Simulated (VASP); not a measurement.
# AlN (I4/mmm) in VASP: further runs

The runs below take AlN through single point, with LDA.

All numbers are computed with VASP 6.6.1; they aren't measurements. Logs are shortened: lines on timing, memory, paths and dates and some standing lists are left out, and cuts for length are marked.

## Step 1: The cell of the first run

It takes space group I4/mmm (No. 139, tetragonal). Conventional cell: a = 2.877 Å, b = 2.877 Å, c = 3.967 Å, α = 90.00°, β = 90.00°, γ = 90.00°. Al (site symmetry 4/mmm) has 6 N at 1.98 to 2.03 Å within 2.6 Å. N (site symmetry 4/mmm) has 6 Al at 1.98 to 2.03 Å within 2.6 Å.

## Step 2: Single point, LDA (strain +0.000 along x and y, -0.025 along z)

The input, INCAR:

```
PREC = Accurate
ENCUT = 600
EDIFF = 1E-6
ISMEAR = 0
SIGMA = 0.05
LREAL = False
LASPH = True
NELM = 120
ALGO = Normal
ISIF = 2
LWAVE = False
LCHARG = False
NBANDS = 11
GGA_COMPAT = False
```

The input, KPOINTS:

```
Automatic mesh
0
Gamma
  10 10 10
```

The input, POSCAR:

```
AlN
1.0
    0.0000000000      2.0345180000      1.9836550500
    2.0345180000      0.0000000000      1.9836550500
    2.0345180000      2.0345180000      0.0000000000
Al N
1 1
Direct
    0.5000000000      0.5000000000      0.5000000000
    0.0000000000      0.0000000000      0.0000000000
```

Potentials or basis: VASP PAW LDA potentials, release 64 (Al, N).

The run is started by

```sh
> cat potpaw_LDA.64/Al/POTCAR potpaw_LDA.64/N/POTCAR > POTCAR
> mpirun -np 1 vasp_std > vasp.out
```

OUTCAR:

```text
PREC = Accurate
   ENCUT = 600
   EDIFF = 1E-6
   ISMEAR = 0
   LREAL = False
   LASPH = True
   NELM = 120
   ISIF = 2

 ion  position               nearest neighbor table
   1  0.500  0.500  0.500-   2 1.98   2 1.98   2 2.03   2 2.03   2 2.03   2 2.03
   2  0.000  0.000  0.000-   1 1.98   1 1.98   1 2.03   1 2.03   1 2.03   1 2.03

  LATTYP: Found a body centered tetragonal cell.
 ALAT       =     2.8772429485
 C/A-ratio  =     1.3788582233

  Lattice vectors:

 A1 = (   0.0000000000,  -2.0345180000,  -1.9836550500)
 A2 = (   0.0000000000,   2.0345180000,  -1.9836550500)
 A3 = (   2.0345180000,   0.0000000000,   1.9836550500)

Analysis of symmetry for initial positions (statically):
=====================================================================
 Subroutine PRICEL returns:
 Original cell was already a primitive cell.

 Routine SETGRP: Setting up the symmetry group for a
 body centered tetragonal supercell.

 Subroutine GETGRP returns: Found 16 space group operations
 (whereof 16 operations were pure point group operations)
 out of a pool of 16 trial point group operations.

The static configuration has the point symmetry D_4h.

Analysis of symmetry for dynamics (positions and initial velocities):
=====================================================================
 Subroutine PRICEL returns:
 Original cell was already a primitive cell.

 Routine SETGRP: Setting up the symmetry group for a
 body centered tetragonal supercell.

 Subroutine GETGRP returns: Found 16 space group operations
 (whereof 16 operations were pure point group operations)
 out of a pool of 16 trial point group operations.

The dynamic configuration has the point symmetry D_4h.

 Subroutine INISYM returns: Found 16 space group operations
 (whereof 16 operations are pure point group operations),
 and found     1 'primitive' translations

----------------------------------------------------------------------------------------

                                     Primitive cell

  volume of cell :      16.4217

  direct lattice vectors                    reciprocal lattice vectors
     0.000000000  2.034518000  1.983655050    -0.245758455  0.245758455  0.252059954
     2.034518000  0.000000000  1.983655050     0.245758455 -0.245758455  0.252059954
     2.034518000  2.034518000  0.000000000     0.245758455  0.245758455 -0.252059954

  length of vectors
     2.841505032  2.841505032  2.877242948     0.429335133  0.429335133  0.429335133

  position of ions in fractional coordinates (direct lattice)
     0.500000000  0.500000000  0.500000000
     0.000000000  0.000000000  0.000000000

  ion indices of the primitive-cell ions
   primitive index   ion index
                 1           1
                 2           2

----------------------------------------------------------------------------------------

 KPOINTS: Automatic mesh

Automatic generation of k-mesh.
 Grid dimensions read from file:
 generate k-points for:   10   10   10

 Generating k-lattice:

  Cartesian coordinates                     Fractional coordinates (reciprocal lattice)
    -0.024575845  0.024575845  0.025205995     0.100000000  0.000000000  0.000000000
     0.024575845 -0.024575845  0.025205995     0.000000000  0.100000000  0.000000000
     0.024575845  0.024575845 -0.025205995    -0.000000000 -0.000000000  0.100000000

  Length of vectors
     0.042933513  0.042933513  0.042933513

  Shift w.r.t. Gamma in fractional coordinates (k-lattice)
     0.000000000  0.000000000  0.000000000

 Subroutine IBZKPT returns following result:
 ===========================================

 Found    102 irreducible k-points:

 Following reciprocal coordinates:
            Coordinates               Weight
  0.000000  0.000000  0.000000      1.000000
  0.100000 -0.000000  0.000000      8.000000
  0.200000 -0.000000  0.000000      8.000000
  0.300000 -0.000000  0.000000      8.000000
  0.400000 -0.000000  0.000000      8.000000
  0.500000  0.000000  0.000000      4.000000
[... 16 lines left out ...]
  0.300000  0.300000  0.000000      2.000000
  0.400000  0.300000  0.000000      8.000000
 [... further k-points ...]
   k-points           NKPTS =    102   k-points in BZ     NKDIM =    102   number of bands    NBANDS=     11
   number of dos      NEDOS =    301   number of ions     NIONS =      2
   total plane-waves  NPLWV =  13824
   dimension x,y,z NGX =    24 NGY =   24 NGZ =   24
   dimension x,y,z NGXF=    48 NGYF=   48 NGZF=   48
   ions per type =               1   1
   NGX,Y,Z   is equivalent  to a cutoff of  14.04, 14.04, 13.87 a.u.
   NGXF,Y,Z  is equivalent  to a cutoff of  28.08, 28.08, 27.73 a.u.
 SYSTEM =  unknown system
   PREC   = accura    normal or accurate (medium, high low for compatibility)
   ISTART =      0    job   : 0-new  1-cont  2-samecut
   ICHARG =      2    charge: 1-file 2-atom 10-const
   ISPIN  =      1    spin polarized calculation?
   LNONCOLLINEAR =      F non collinear calculations
   LSORBIT =      F    spin-orbit coupling
   LASPH  =      T    aspherical Exc in radial PAW
   ENCUT  =  600.0 eV  44.10 Ry    6.64 a.u.   5.68  5.68  5.75*2*pi/ulx,y,z
   NELM   =    120;   NELMIN=  2; NELMDL= -5     # of ELM steps
   EDIFF  = 0.1E-05   stopping-criterion for ELM
   LREAL  =      F    real-space projection
   EDIFFG = 0.1E-04   stopping-criterion for IOM
   NSW    =      0    number of steps for IOM
   IBRION =     -1    ionic relax: 0-MD 1-quasi-New 2-CG
   NFREE  =      0    steps in history (QN), initial steepest desc. (CG)
   ISIF   =      2    stress and relaxation
   ISYM   =      2    0-nonsym 1-usesym 2-fastsym
   POTIM  = 0.5000    time-step for ionic-motion
   TEBEG  =    0.0;   TEEND  =   0.0 temperature during run
   PSTRESS=    0.0 pullay stress
   NELECT =       8.0000    total number of electrons
   NUPDOWN=      -1.0000    fix difference up-down
   EMIN   =  10.00;   EMAX   =-10.00  energy-range for DOS
   EFERMI =   0.00;   METHOD = LEGACY
   ISMEAR =     0;   SIGMA  =   0.05  broadening in eV -4-tet -1-fermi 0-gaus
   EFERMI_NEDOS =   21; number of points for ismear=-14 and -15
   IALGO  =     38    algorithm
   IMIX   =      4    mixing-type and parameters
     AMIX     =   0.40;   BMIX     =  1.00
     AMIX_MAG =   1.60;   BMIX_MAG =  1.00
  volume/ion in A,a.u.               =       8.21        55.41
  Fermi-wavevector in a.u.,A,eV,Ry     =   1.288146  2.434243 22.576420  1.659320
  Thomas-Fermi vector in A             =   2.420117
   LORBIT       =      0    0 simple, 1 ext, 2 COOP (PROOUT), +10 PAW based schemes
   GGA     = CA    functional components
   LHFCALC =     F    Hartree Fock is set to
   AEXX    =    0.0000 exact exchange contribution
   IVDW    =     0    specifies the selected vdW correction
   LEPSILON=     F    determine dielectric tensor
   LRPA    =     F    only Hartree local field effects (RPA)
 non-spin polarized calculation
 Gauss-broadening in eV      SIGMA  =   0.05
  energy-cutoff  :      600.00
  volume of cell :       16.42
 maximum number of plane-waves:       560
   NGX = 11   NGY = 11   NGZ = 11

 number of electron       8.0000000 magnetization

 Free energy of the ion-electron system (eV)
  ---------------------------------------------------
  ext. energy  EPLUGINS =         0.00000000
  ---------------------------------------------------
  free energy    TOTEN  =       -16.22186842 eV

  energy without entropy =      -16.22186842  energy(sigma->0) =      -16.22186842

 E-fermi :  10.1748     XC(G=0): -12.6022

 val. band max:        9.8530122225   @ k =   0.0000   0.0000   0.0000
 cond. band min:      14.1624578499   @ k =   0.5000   0.5000   0.0000
 fundamental gap:      4.3094456273
 Fermi energy:        10.1748079056

 k-point     1 :       0.0000    0.0000    0.0000
  band No.  band energies     occupation
      1      -7.6753      2.00000
      2       9.6630      2.00000
      3       9.8530      2.00000
      4       9.8530      2.00000
      5      15.6420      0.00000
      6      21.7293      0.00000
      7      21.7293      0.00000
      8      22.0673      0.00000
      9      27.0533      0.00000
     10      27.0844      0.00000
     11      27.9055      0.00000

 k-point     2 :       0.1000   -0.0000    0.0000
  band No.  band energies     occupation
      1      -7.4667      2.00000
      2       8.7748      2.00000
      3       9.6250      2.00000
      4       9.7144      2.00000
      5      16.2383      0.00000
      6      20.9481      0.00000
      7      22.0169      0.00000
      8      22.2649      0.00000
      9      25.5164      0.00000
     10      26.1519      0.00000
     11      27.9240      0.00000

 k-point     3 :       0.2000   -0.0000    0.0000
  band No.  band energies     occupation
      1      -6.8586      2.00000
      2       6.6386      2.00000
      3       9.3483      2.00000
      4       9.3802      2.00000
      5      16.8156      0.00000
      6      20.4898      0.00000
      7      22.0696      0.00000
      8      22.5404      0.00000
      9      25.1336      0.00000
     10      25.4097      0.00000
     11      27.2504      0.00000

 k-point     4 :       0.3000   -0.0000    0.0000
  band No.  band energies     occupation
      1      -5.9218      2.00000
      2       4.2881      2.00000
      3       9.0126      2.00000
      4       9.0462      2.00000
      5      16.4940      0.00000
      6      21.2685      0.00000
      7      21.4481      0.00000
      8      21.8813      0.00000
      9      26.3421      0.00000
     10      26.7608      0.00000
     11      26.8629      0.00000
[... 239 lines left out ...]
 k-point    22 :      -0.2000    0.2000    0.0000
  band No.  band energies     occupation
      1      -5.6506      2.00000
      2       5.0035      2.00000
      3       6.7576      2.00000
      4       9.0667      2.00000
      5      18.4187      0.00000
      6      19.8271      0.00000
      7      20.5106      0.00000
      8      21.9941      0.00000
      9      24.5554      0.00000
     10      28.7022      0.00000
     11      30.7014      0.00000

 k-point    23 :       0.3000    0.3000    0.0000
  band No.  band energies     occupation
      1      -5.2912      2.00000
      2       5.0026      2.00000
      3       7.6602      2.00000
      4       7.6602      2.00000
      5      16.2769      0.00000
      6      16.5873      0.00000
      7      21.7382      0.00000
      8      25.1008      0.00000
      9      25.1008      0.00000
     10      29.9606      0.00000
     11      33.7388      0.00000

 k-point    24 :       0.4000    0.3000    0.0000
  band No.  band energies     occupation
      1      -4.4915      2.00000
      2       3.9433      2.00000
      3       6.9134      2.00000
      4       7.3827      2.00000
      5      15.7653      0.00000
      6      16.4910      0.00000
      7      22.1345      0.00000
      8      25.0493      0.00000
      9      25.8593      0.00000
     10      31.3455      0.00000
     11      34.4761      0.00000

 [... further k-points ...]

------------------------ aborting loop because EDIFF is reached ----------------------------------------

  FORCE on cell =-STRESS in cart. coord.  units (eV):
  Direction    XX          YY          ZZ          XY          YZ          ZX
  --------------------------------------------------------------------------------------
  -------------------------------------------------------------------------------------
  Total       -0.6625873     -0.6625873      0.1062346      0.0000000      0.0000000     -0.0000000
  in kB      -64.6449286    -64.6449286     10.3647143      0.0000000      0.0000000     -0.0000000
  external PRESSURE =     -39.6417143 kB  Pullay stress =       0.0000000 kB

 VOLUME and BASIS-vectors are now :
 -----------------------------------------------------------------------------
  energy-cutoff  :      600.00
  volume of cell :       16.42
      direct lattice vectors                 reciprocal lattice vectors
     0.000000000  2.034518000  1.983655050    -0.245758455  0.245758455  0.252059954
     2.034518000  0.000000000  1.983655050     0.245758455 -0.245758455  0.252059954
     2.034518000  2.034518000  0.000000000     0.245758455  0.245758455 -0.252059954

 POSITION                                       TOTAL-FORCE (eV/Angst)
 -----------------------------------------------------------------------------------
      2.03452      2.03452      1.98366         0.000000      0.000000      0.000000
      0.00000      0.00000      0.00000         0.000000      0.000000     -0.000000
 -----------------------------------------------------------------------------------
    total drift:                                0.000000     -0.000000     -0.000000

  FREE ENERGIE OF THE ION-ELECTRON SYSTEM (eV)
  ---------------------------------------------------
  free  energy   TOTEN  =       -16.2218684219 eV

  energy  without entropy=      -16.2218684219  energy(sigma->0) =      -16.22186842
```

Run time: 8.2 s. Hardware: 1 thread of Intel Xeon 6975P-C (Granite Rapids), shared host; peak memory 0.13 GiB.

What came out:

```
Free energy            : -16.2219 eV
Pressure               : -4.0 GPa
Band gap on the k mesh : 4.31 eV (least direct gap 5.79 eV)
```

Levels at points of the mesh, in eV from the valence-band top:
| k point | band 1 | band 2 | band 3 | band 4 | band 5 | band 6 | band 7 | band 8 |
| --- | --- | --- | --- | --- | --- | --- | --- | --- |
| (0.00, 0.00, 0.00) | -17.53 | -0.19 | 0.00 | 0.00 | 5.79 | 11.88 | 11.88 | 12.21 |
| (0.50, 0.00, 0.00) | -14.16 | -8.45 | -1.21 | -1.11 | 6.08 | 10.51 | 11.12 | 13.14 |
| (0.50, 0.50, 0.00) | -13.00 | -7.44 | -3.02 | -3.02 | 4.31 | 4.96 | 14.12 | 16.85 |
| (0.50, 0.00, 0.50) | -13.22 | -7.56 | -2.99 | -2.66 | 4.55 | 5.21 | 13.79 | 16.69 |

Caveat: the cell differs from its parent crystal (strain +0.000 along x and y, -0.025 along z); the cell stands under tension.

[end of part 1 of 2]
